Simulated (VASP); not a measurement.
Here is a VASP 6.6.1 calculation.

Contents of POSCAR:

```
MgO
1.0
    0.0000000000      2.1351500000      2.1351500000
    2.1671772500      0.0000000000      2.1351500000
    2.1671772500      2.1351500000      0.0000000000
Mg O
1 1
Direct
    0.0000000000      0.0000000000      0.0000000000
    0.5000000000      0.5000000000      0.5000000000
```

The input INCAR.step1:

```
SYSTEM = MgO
PREC = Accurate ; ENCUT = 520
ISMEAR = 0 ; SIGMA = 0.05
LREAL = .FALSE. ; LASPH = .TRUE.
NELM = 100 ; NBANDS = 11
GGA = PE ; ALGO = Normal
EDIFF = 1E-4 ; LWAVE = .TRUE.
LCHARG = .FALSE.
```

File INCAR.step2:

```
SYSTEM = MgO
PREC = Accurate ; ENCUT = 520
EDIFF = 1E-6 ; ISMEAR = 0
SIGMA = 0.05 ; LREAL = .FALSE.
LASPH = .TRUE. ; NELM = 100
ALGO = Normal ; ISIF = 2
LWAVE = .FALSE. ; LCHARG = .FALSE.
METAGGA = R2SCAN ; LMIXTAU = .TRUE.
NBANDS = 11 ; ISTART = 1
```

KPOINTS

```
regular mesh
0
G
  10 10 10
  0 0 0
```

Potentials or basis: VASP PAW PBE potentials, release 64 (Mg, O).

The run is started by

```sh
$ cat potpaw_PBE.64/Mg/POTCAR potpaw_PBE.64/O/POTCAR > POTCAR
$ cp INCAR.step1 INCAR
$ mpirun -np 1 vasp_std > vasp.out
$ cp INCAR.step2 INCAR
$ mpirun -np 1 vasp_std > vasp.out
```

Q: What does it give for the band gap on the k mesh?

A: 5.03 eV.

Q: What does it give for the pressure?

A: -10.1 GPa.

Stress tensor (GPa, compression positive):
```
-11.48   0.00   0.00
  0.00  -9.38   0.00
  0.00   0.00  -9.38
```

Caveat: the cell differs from its parent crystal (strain +0.0150 x Voigt [1, 0, 0, 0, 0, 0]); the cell stands under tension; the PAW data sets were made with another functional, which shifts forces and pressure a little.
